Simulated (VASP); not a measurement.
# NaCl (Fm-3m) in VASP: further runs

The runs below take NaCl through single point, relaxation of cell and atoms, with r2SCAN.

All numbers are computed with VASP 6.6.1; they aren't measurements. Logs are shortened: lines on timing, memory, paths and dates and some standing lists are left out, and cuts for length are marked.

## Step 1: The cell of the first run

Symmetry: Fm-3m, No. 225, cubic system. Conventional cell: a = 5.403 Å, b = 5.403 Å, c = 5.403 Å, α = 90.00°, β = 90.00°, γ = 90.00°. Na (site symmetry m-3m) has 6 Cl at 2.70 Å within 3.6 Å. Cl (site symmetry m-3m) has 6 Na at 2.70 Å within 3.6 Å.

## Step 2: Single point, r2SCAN

The input, POSCAR:

```
NaCl
1.0
    2.7015081551      2.7015081551      0.0000000000
   -2.7015081551      2.7015081551      0.0000000000
    0.0000000000      2.7015081551      2.7015081551
Na Cl
1 1
Direct
    0.0000000000      0.0000000000      0.0000000000
    0.5000000000      0.5000000000      0.0000000000
```

The input, INCAR.step1:

```
SYSTEM = NaCl
PREC = Accurate ; ENCUT = 550
ISMEAR = 0 ; SIGMA = 0.01
LREAL = .FALSE. ; LASPH = .TRUE.
NELM = 120 ; NBANDS = 14
GGA = PE ; ALGO = Normal
EDIFF = 1E-5 ; LWAVE = .TRUE.
LCHARG = .FALSE. ; GGA_COMPAT = .FALSE.
```

The input, INCAR.step2:

```
SYSTEM = NaCl
PREC = Accurate ; ENCUT = 550
EDIFF = 1E-6 ; ISMEAR = 0
SIGMA = 0.01 ; LREAL = .FALSE.
LASPH = .TRUE. ; NELM = 120
ALGO = Normal ; ISIF = 2
LWAVE = .FALSE. ; LCHARG = .FALSE.
METAGGA = R2SCAN ; LMIXTAU = .TRUE.
NBANDS = 14 ; ISTART = 1
GGA_COMPAT = .FALSE.
```

The input, KPOINTS:

```
regular mesh
0
G
  8 8 8
  0 0 0
```

Potentials or basis: VASP PAW PBE potentials, release 64 (Na_pv, Cl).

Command:

```bash
cat potpaw_PBE.64/Na_pv/POTCAR potpaw_PBE.64/Cl/POTCAR > POTCAR
cp INCAR.step1 INCAR
mpirun -np 1 vasp_std > vasp.out
cp INCAR.step2 INCAR
mpirun -np 1 vasp_std > vasp.out
```

OUTCAR:

```text
SYSTEM = NaCl
   PREC = Accurate
   ENCUT = 550
   EDIFF = 1E-6
   ISMEAR = 0
   LREAL = .FALSE.
   LASPH = .TRUE.
   NELM = 120
   ISIF = 2
   METAGGA = R2SCAN
   ISTART = 1

 ion  position               nearest neighbor table
   1  0.000  0.000  0.000-   2 2.70   2 2.70   2 2.70   2 2.70   2 2.70   2 2.70
   2  0.500  0.500  0.000-   1 2.70   1 2.70   1 2.70   1 2.70   1 2.70   1 2.70

  LATTYP: Found a face centered cubic cell.
 ALAT       =     5.4030163102

  Lattice vectors:

 A1 = (   0.0000000000,   2.7015081551,   2.7015081551)
 A2 = (   2.7015081551,   0.0000000000,   2.7015081551)
 A3 = (   2.7015081551,   2.7015081551,   0.0000000000)

Analysis of symmetry for initial positions (statically):
=====================================================================
 Subroutine PRICEL returns:
 Original cell was already a primitive cell.

 Routine SETGRP: Setting up the symmetry group for a
 face centered cubic supercell.

 Subroutine GETGRP returns: Found 48 space group operations
 (whereof 48 operations were pure point group operations)
 out of a pool of 48 trial point group operations.

The static configuration has the point symmetry O_h .

Analysis of symmetry for dynamics (positions and initial velocities):
=====================================================================
 Subroutine PRICEL returns:
 Original cell was already a primitive cell.

 Routine SETGRP: Setting up the symmetry group for a
 face centered cubic supercell.

 Subroutine GETGRP returns: Found 48 space group operations
 (whereof 48 operations were pure point group operations)
 out of a pool of 48 trial point group operations.

The dynamic configuration has the point symmetry O_h .

 Subroutine INISYM returns: Found 48 space group operations
 (whereof 48 operations are pure point group operations),
 and found     1 'primitive' translations

----------------------------------------------------------------------------------------

                                     Primitive cell

  volume of cell :      39.4320

  direct lattice vectors                    reciprocal lattice vectors
     2.701508155  2.701508155  0.000000000     0.185081803  0.185081803 -0.185081803
    -2.701508155  2.701508155  0.000000000    -0.185081803  0.185081803 -0.185081803
     0.000000000  2.701508155  2.701508155     0.000000000  0.000000000  0.370163606

  length of vectors
     3.820509472  3.820509472  3.820509472     0.320571086  0.320571086  0.370163606

  position of ions in fractional coordinates (direct lattice)
     0.000000000  0.000000000  0.000000000
     0.500000000  0.500000000  0.000000000

  ion indices of the primitive-cell ions
   primitive index   ion index
                 1           1
                 2           2

----------------------------------------------------------------------------------------

 KPOINTS: regular mesh

Automatic generation of k-mesh.
 Grid dimensions read from file:
 generate k-points for:    8    8    8

 Generating k-lattice:

  Cartesian coordinates                     Fractional coordinates (reciprocal lattice)
     0.023135225  0.023135225 -0.023135225     0.125000000  0.000000000  0.000000000
    -0.023135225  0.023135225 -0.023135225     0.000000000  0.125000000  0.000000000
     0.000000000  0.000000000  0.046270451     0.000000000  0.000000000  0.125000000

  Length of vectors
     0.040071386  0.040071386  0.046270451

  Shift w.r.t. Gamma in fractional coordinates (k-lattice)
     0.000000000  0.000000000  0.000000000

 Subroutine IBZKPT returns following result:
 ===========================================

 Found     29 irreducible k-points:

 Following reciprocal coordinates:
            Coordinates               Weight
  0.000000  0.000000  0.000000      1.000000
  0.125000  0.000000  0.000000      8.000000
  0.250000  0.000000  0.000000      8.000000
  0.375000  0.000000  0.000000      8.000000
  0.500000  0.000000  0.000000      4.000000
  0.125000  0.125000  0.000000     12.000000
[... 16 lines left out ...]
[... 46 lines left out ...]
 fundamental gap:      6.5104874190
 Fermi energy:        -0.2561787886

 k-point     1 :       0.0000    0.0000    0.0000
  band No.  band energies     occupation
      1     -21.6669      2.00000
      2     -21.6669      2.00000
      3     -21.6669      2.00000
      4     -13.9066      2.00000
      5      -0.3507      2.00000
      6      -0.3507      2.00000
      7      -0.3507      2.00000
      8       6.1598      0.00000
      9      11.5061      0.00000
     10      11.5061      0.00000
     11      11.5061      0.00000
     12      13.9299      0.00000
     13      13.9299      0.00000
     14      15.8135      0.00000

 k-point     2 :       0.1250    0.0000    0.0000
  band No.  band energies     occupation
      1     -21.6748      2.00000
      2     -21.6673      2.00000
      3     -21.6673      2.00000
      4     -13.8381      2.00000
      5      -0.7872      2.00000
      6      -0.4075      2.00000
      7      -0.4074      2.00000
      8       6.6993      0.00000
      9      10.9925      0.00000
     10      11.7503      0.00000
     11      11.7503      0.00000
     12      13.7576      0.00000
     13      13.7576      0.00000
     14      16.9415      0.00000

 k-point     3 :       0.2500    0.0000    0.0000
  band No.  band energies     occupation
      1     -21.6935      2.00000
      2     -21.6684      2.00000
      3     -21.6684      2.00000
      4     -13.6668      2.00000
      5      -1.6699      2.00000
      6      -0.5392      2.00000
      7      -0.5392      2.00000
      8       7.6160      0.00000
      9      10.7061      0.00000
     10      12.0073      0.00000
     11      12.0073      0.00000
     12      14.0472      0.00000
     13      14.0472      0.00000
     14      17.4369      0.00000
[... 324 lines left out ...]
 k-point    23 :       0.3750    0.2500    0.1250
  band No.  band energies     occupation
      1     -21.7046      2.00000
      2     -21.6792      2.00000
      3     -21.6723      2.00000
      4     -13.4242      2.00000
      5      -2.2276      2.00000
      6      -1.2209      2.00000
      7      -0.8245      2.00000
      8       9.0260      0.00000
      9      10.4356      0.00000
     10      10.8003      0.00000
     11      12.9059      0.00000
     12      14.7659      0.00000
     13      17.5930      0.00000
     14      17.8357      0.00000

 k-point    24 :       0.5000    0.2500    0.1250
  band No.  band energies     occupation
      1     -21.7083      2.00000
      2     -21.6799      2.00000
      3     -21.6736      2.00000
      4     -13.3675      2.00000
      5      -2.3776      2.00000
      6      -1.3210      2.00000
      7      -0.8904      2.00000
      8       9.0020      0.00000
      9      10.5140      0.00000
     10      11.3580      0.00000
     11      12.7077      0.00000
     12      15.5266      0.00000
     13      17.1624      0.00000
     14      17.9768      0.00000

 [... further k-points ...]

------------------------ aborting loop because EDIFF is reached ----------------------------------------

  FORCE on cell =-STRESS in cart. coord.  units (eV):
  Direction    XX          YY          ZZ          XY          YZ          ZX
  --------------------------------------------------------------------------------------
  -------------------------------------------------------------------------------------
  Total        0.9045331      0.9045331      0.9045331     -0.0000000      0.0000000     -0.0000000
  in kB       36.7524428     36.7524428     36.7524428     -0.0000000      0.0000000     -0.0000000
  external PRESSURE =      36.7524428 kB  Pullay stress =       0.0000000 kB

 VOLUME and BASIS-vectors are now :
 -----------------------------------------------------------------------------
  energy-cutoff  :      550.00
  volume of cell :       39.43
      direct lattice vectors                 reciprocal lattice vectors
     2.701508155  2.701508155  0.000000000     0.185081803  0.185081803 -0.185081803
    -2.701508155  2.701508155  0.000000000    -0.185081803  0.185081803 -0.185081803
     0.000000000  2.701508155  2.701508155     0.000000000  0.000000000  0.370163606

 POSITION                                       TOTAL-FORCE (eV/Angst)
 -----------------------------------------------------------------------------------
      0.00000      0.00000      0.00000         0.000000     -0.000000      0.000000
      0.00000      2.70151      0.00000        -0.000000      0.000000      0.000000
 -----------------------------------------------------------------------------------
    total drift:                               -0.000000      0.000000      0.000000

  FREE ENERGIE OF THE ION-ELECTRON SYSTEM (eV)
  ---------------------------------------------------
  free  energy   TOTEN  =       -13.7462272607 eV

  energy  without entropy=      -13.7462272607  energy(sigma->0) =      -13.74622726
```

Run time: 64 s. Hardware: 1 thread of Intel Xeon Platinum 8559C (Emerald Rapids), shared host; peak memory 0.16 GiB.

Results:

```yaml
Free_energy: -13.7462 eV
Pressure: 3.7 GPa
Band_gap_on_the_k_mesh: 6.51 eV
```

Levels at points of the mesh, in eV from the valence-band top:
| k point | band 5 | band 6 | band 7 | band 8 | band 9 | band 10 |
| --- | --- | --- | --- | --- | --- | --- |
| (0.00, 0.00, 0.00) | 0.00 | 0.00 | 0.00 | 6.51 | 11.86 | 11.86 |
| (0.50, 0.00, 0.00) | -2.35 | -0.36 | -0.36 | 8.18 | 12.07 | 12.07 |
| (0.50, 0.50, 0.00) | -2.06 | -0.75 | -0.75 | 8.47 | 8.81 | 13.23 |

Caveat: the cell stands under pressure; the PAW data sets were made with another functional, which shifts forces and pressure a little.

## Step 3: Single point, r2SCAN

This run uses another cell than the first one, of 20.68 Å³/atom.

The input, POSCAR:

```
NaCl
1.0
    2.7448936982      2.7448936982      0.0000000000
   -2.7448936982      2.7448936982      0.0000000000
    0.0000000000      2.7448936982      2.7448936982
Na Cl
1 1
Direct
    0.0000000000      0.0000000000      0.0000000000
    0.5000000000      0.5000000000      0.0000000000
```

The input, INCAR.step1:

```
ALGO = Normal
EDIFF = 1E-5
ENCUT = 550
GGA = PE
GGA_COMPAT = False
ISMEAR = 0
LASPH = True
LCHARG = False
LREAL = False
LWAVE = True
NBANDS = 14
NELM = 120
PREC = Accurate
SIGMA = 0.01
```

The input, INCAR.step2:

```
ALGO = Normal
EDIFF = 1E-6
ENCUT = 550
GGA_COMPAT = False
ISIF = 2
ISMEAR = 0
ISTART = 1
LASPH = True
LCHARG = False
LMIXTAU = True
LREAL = False
LWAVE = False
METAGGA = R2SCAN
NBANDS = 14
NELM = 120
PREC = Accurate
SIGMA = 0.01
```

The input, KPOINTS:

```
k-points
0
Gamma
  8 8 8
```

Potentials or basis: VASP PAW PBE potentials, release 64 (Na_pv, Cl).

Command:

```bash
cat potpaw_PBE.64/Na_pv/POTCAR potpaw_PBE.64/Cl/POTCAR > POTCAR
cp INCAR.step1 INCAR
mpirun -np 1 vasp_std > vasp.out
cp INCAR.step2 INCAR
mpirun -np 1 vasp_std > vasp.out
```

It took 62 s on 1 thread of Intel Xeon Platinum 8559C (Emerald Rapids), shared host; peak memory 0.17 GiB.

The run converged. Its results:

- Free energy: -13.7781 eV
- Pressure: 1.8 GPa
- Band gap on the k mesh: 6.28 eV

Levels at points of the mesh, in eV from the valence-band top:
```csv
k point,band 5,band 6,band 7,band 8,band 9,band 10
"(0.00, 0.00, 0.00)",0.00,0.00,0.00,6.28,11.83,11.83
"(0.50, 0.00, 0.00)",-2.18,-0.33,-0.33,8.10,11.96,11.96
"(0.50, 0.50, 0.00)",-1.91,-0.69,-0.69,8.53,8.68,12.84
```

Caveat: the PAW data sets were made with another functional, which shifts forces and pressure a little.

## Step 4: Single point, r2SCAN

This run uses another cell than the first one, of 20.68 Å³/atom.

POSCAR is that of step 3.

The input, INCAR.step1:

```
SYSTEM = NaCl
PREC = Accurate ; ENCUT = 550
ISMEAR = 0 ; SIGMA = 0.01
LREAL = .False. ; LASPH = .True.
NELM = 120 ; NBANDS = 14
GGA = PE ; ALGO = Normal
EDIFF = 1E-5 ; LWAVE = .True.
LCHARG = .False. ; GGA_COMPAT = .False.
```

The input, INCAR.step2:

```
SYSTEM = NaCl
PREC = Accurate ; ENCUT = 550
EDIFF = 1E-6 ; ISMEAR = 0
SIGMA = 0.01 ; LREAL = .False.
LASPH = .True. ; NELM = 120
ALGO = Normal ; ISIF = 2
LWAVE = .False. ; LCHARG = .True.
METAGGA = R2SCAN ; LMIXTAU = .True.
LELF = .True. ; LVHAR = .True.
NBANDS = 14 ; ISTART = 1
GGA_COMPAT = .False.
```

The input, KPOINTS:

```
Automatic mesh
0
Gamma
  8 8 8
  0 0 0
```

Command:

```bash
cat potpaw_PBE.64/Na_pv/POTCAR potpaw_PBE.64/Cl/POTCAR > POTCAR
cp INCAR.step1 INCAR
mpirun -np 1 vasp_std > vasp.out
cp INCAR.step2 INCAR
mpirun -np 1 vasp_std > vasp.out
```

Wall time 66 s (1 thread of Intel Xeon Platinum 8559C (Emerald Rapids), shared host); peak memory 0.17 GiB.

Results (log left out):

| Property | Result |
| --- | --- |
| Free energy | -13.7781 eV |
| Pressure | 1.8 GPa |
| Band gap on the k mesh | 6.28 eV |

Levels at points of the mesh, in eV from the valence-band top:
| k point | band 3 | band 4 | band 5 | band 6 | band 7 | band 8 | band 9 | band 10 | band 11 | band 12 |
| --- | --- | --- | --- | --- | --- | --- | --- | --- | --- | --- |
| (0.00, 0.00, 0.00) | -21.38 | -13.42 | 0.00 | 0.00 | 0.00 | 6.28 | 11.83 | 11.83 | 11.83 | 14.19 |
| (0.50, 0.00, 0.00) | -21.39 | -12.99 | -2.18 | -0.33 | -0.33 | 8.10 | 11.96 | 11.96 | 12.31 | 16.56 |
| (0.50, 0.50, 0.00) | -21.39 | -12.94 | -1.91 | -0.69 | -0.69 | 8.53 | 8.68 | 12.84 | 16.34 | 16.70 |

Caveat: the PAW data sets were made with another functional, which shifts forces and pressure a little.

## Step 5: Single point, r2SCAN

This run uses another cell than the first one, of 24.10 Å³/atom.

The input, POSCAR:

```
NaCl
1.0
    2.8885381993      2.8885381993      0.0000000000
   -2.8885381993      2.8885381993      0.0000000000
    0.0000000000      2.8885381993      2.8885381993
Na Cl
1 1
Direct
    0.0000000000      0.0000000000      0.0000000000
    0.5000000000      0.5000000000      0.0000000000
```

The input, INCAR.step1:

```
  ALGO = Normal
  EDIFF = 1E-5
  ENCUT = 550
  GGA = PE
  GGA_COMPAT = F
  ISMEAR = 0
  LASPH = T
  LCHARG = F
  LREAL = F
  LWAVE = T
  NBANDS = 14
  NELM = 120
  PREC = Accurate
  SIGMA = 0.01
```

The input, INCAR.step2:

```
  ALGO = Normal
  EDIFF = 1E-6
  ENCUT = 550
  GGA_COMPAT = F
  ISIF = 2
  ISMEAR = 0
  ISTART = 1
  LASPH = T
  LCHARG = F
  LMIXTAU = T
  LREAL = F
  LWAVE = F
  METAGGA = R2SCAN
  NBANDS = 14
  NELM = 120
  PREC = Accurate
  SIGMA = 0.01
```

The input, KPOINTS:

```
k-points
0
Gamma
  8 8 8
```

Command:

```bash
cat potpaw_PBE.64/Na_pv/POTCAR potpaw_PBE.64/Cl/POTCAR > POTCAR
cp INCAR.step1 INCAR
mpirun -np 1 vasp_std > vasp.out
cp INCAR.step2 INCAR
mpirun -np 1 vasp_std > vasp.out
```

Run time: 48 s. Hardware: 1 thread of Intel Xeon Platinum 8559C (Emerald Rapids), shared host; peak memory 0.17 GiB.

Results (log left out):

* Free energy: -13.7577 eV
* Pressure: -2.2 GPa
* Band gap on the k mesh: 5.64 eV

Levels at points of the mesh, in eV from the valence-band top:
```csv
k point,band 4,band 5,band 6,band 7,band 8,band 9,band 10,band 11
"(0.00, 0.00, 0.00)",-13.07,0.00,0.00,0.00,5.64,11.68,11.68,11.68
"(0.50, 0.00, 0.00)",-12.79,-1.71,-0.24,-0.24,7.80,11.03,11.59,11.59
"(0.50, 0.50, 0.00)",-12.75,-1.50,-0.54,-0.54,8.23,8.66,11.68,15.25
```

Caveat: the PAW data sets were made with another functional, which shifts forces and pressure a little.

## Step 6: Relaxation of cell and atoms, r2SCAN, target pressure -2 GPa, at which the enthalpy is minimised

This run uses another cell than the first one, of 22.05 Å³/atom.

The input, POSCAR:

```
NaCl
1.0
    2.8039807854      2.8039807854      0.0000000000
   -2.8039807854      2.8039807854      0.0000000000
    0.0000000000      2.8039807854      2.8039807854
Na Cl
1 1
Direct
    0.0000000000      0.0000000000      0.0000000000
    0.5000000000      0.5000000000      0.0000000000
```

The input, INCAR.step1:

```
SYSTEM = NaCl
PREC = Accurate
ENCUT = 550
ISMEAR = 0
SIGMA = 0.01
LREAL = .False.
LASPH = .True.
NELM = 120
GGA = PE
ALGO = Normal
EDIFF = 1E-5
LWAVE = .True.
LCHARG = .False.
GGA_COMPAT = .False.
IBRION = 2
ISIF = 3
EDIFFG = -0.005
NELMIN = 4
NSW = 100
```

The input, INCAR.step2:

```
SYSTEM = NaCl
PREC = Accurate
ENCUT = 550
EDIFF = 1E-7
ISMEAR = 0
SIGMA = 0.01
LREAL = .False.
LASPH = .True.
NELM = 120
ALGO = Normal
ISIF = 3
LWAVE = .False.
LCHARG = .False.
METAGGA = R2SCAN
LMIXTAU = .True.
IBRION = 2
NSW = 100
EDIFFG = -0.002
PSTRESS = -20.0
ISTART = 1
GGA_COMPAT = .False.
NELMIN = 4
```

The input, KPOINTS:

```
Automatic mesh
0
Gamma
  8 8 8
  0 0 0
```

Potentials or basis: VASP PAW PBE potentials, release 64 (Na_pv, Cl).

Command:

```bash
cat potpaw_PBE.64/Na_pv/POTCAR potpaw_PBE.64/Cl/POTCAR > POTCAR
cp INCAR.step1 INCAR
mpirun -np 1 vasp_std > vasp.out
cp INCAR.step2 INCAR
mpirun -np 1 vasp_std > vasp.out
```

Run time: 3.6 min. Hardware: 1 thread of Intel Xeon Platinum 8559C (Emerald Rapids), shared host; peak memory 0.17 GiB.

The run converged. Its results:

```yaml
Free_energy: -13.7643 eV
Relaxed_volume: 23.83 Å³/atom
Relaxed_cell: a = 4.069 Å, b = 4.069 Å, c = 4.069 Å, α = 60.00°, β = 60.00°, γ = 90.00°
Space_group_after_relaxing_to_0.1_Å: Fm-3m (No. 225)
Energy_change_on_relaxing_the_run_minimises_the_enthalpy: +13.4 meV/atom
Ionic_steps: 4
Pressure_after_relaxing: -2.0 GPa
Band_gap_on_the_k_mesh: 5.68 eV
```

Step by step:
```
step  energy change (eV)  largest force (eV/Å)  pressure (GPa)  volume (Å³)
   1              0.0000                0.0000           -0.19        44.09
   2              0.0073                0.0000           -1.13        45.70
   3              0.0231                0.0000           -1.87        47.34
   4              0.0269                0.0000           -2.00        47.65
```

Final structure:
```xyz
2
Lattice="2.8775 2.8775 0.0000 -2.8775 2.8775 0.0000 0.0000 2.8775 2.8775" Properties=species:S:1:pos:R:3 pbc="T T T"
Na   -2.8775    2.8775    0.0000
Cl    0.0000    2.8775    0.0000
```

Levels at points of the mesh, in eV from the valence-band top:
```csv
k point,band 4,band 5,band 6,band 7,band 8,band 9,band 10,band 11
"(0.00, 0.00, 0.00)",-13.09,0.00,0.00,0.00,5.68,11.70,11.70,11.70
"(0.50, 0.00, 0.00)",-12.81,-1.74,-0.25,-0.25,7.83,11.12,11.62,11.62
"(0.50, 0.50, 0.00)",-12.76,-1.53,-0.55,-0.55,8.27,8.65,11.76,15.36
```

Caveat: the cell is relaxed towards a set pressure, so the run minimises the enthalpy, not the energy; the PAW data sets were made with another functional, which shifts forces and pressure a little.

## Step 7: Overview

```tsv
task	cell	gap on the mesh (eV)	pressure (GPa)
single point	a = 3.821 Å, angles 60.0, 60.0, 90.0°, 2 atoms	6.51	3.7
single point	a = 3.882 Å, angles 60.0, 60.0, 90.0°, 2 atoms	6.28	1.8
single point	a = 4.085 Å, angles 60.0, 60.0, 90.0°, 2 atoms	5.64	-2.2
relaxation of cell and atoms	relaxed to -2 GPa from a = 3.965 Å, angles 60.0, 60.0, 90.0°, 2 atoms	5.68	-2.0
```

Alike in all rows: level r2SCAN; potentials or basis VASP PAW PBE potentials, release 64 (Na_pv, Cl); no spin polarisation; k mesh 8 × 8 × 8; cutoff (eV) 550; smearing gaussian 0.01 eV.

Caveats: the PAW data sets were made with another functional, which shifts forces and pressure a little; the cell stands under pressure (at least some runs); the cell is relaxed towards a set pressure, so the run minimises the enthalpy, not the energy (at least some runs).

Total energies depend on the potentials used, so only differences within one code and one set of settings carry meaning.
